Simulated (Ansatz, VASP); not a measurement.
Sr: VASP beside Ansatz

```
Sr
1.0
     4.31000    0.00000    0.00000
    -2.15500    3.73257    0.00000
     0.00000    0.00000    6.76800
Sr
2
Direct
  0.33333 0.66667 0.25000
  0.66667 0.33333 0.75000
```

Change from the starting cell: strain +0.000 along x and y, -0.040 along z, atoms carried along.

Alike in both runs: task single point; functional r2SCAN; k mesh 12 × 12 × 8; occupations gaussian, width 0.15 eV; no spin polarisation.

|  | VASP | Ansatz |
| --- | --- | --- |
| version | VASP 6.6.1 | Ansatz 0.2.0 |
| potentials or method | VASP PAW PBE potentials, release 64 (Sr_sv), cutoff 520 eV | scalar-relativistic, plane waves, PAW |
| valence electrons in the cell | 20 | 20 |

|  | VASP | Ansatz | Ansatz less VASP |
| --- | --- | --- | --- |
| gap on the k mesh at the Fermi level (eV) | none | none | - |
| pressure (GPa) | 0.7 | 0.7 | -0.02 |
| traceless stress, the component that is largest in VASP (GPa) | 0.71 | 0.71 | -0.001 |

VASP's potentials were made for PBE, not for r2SCAN. A gap of «none» marks a metal or a gap that the smearing closes.
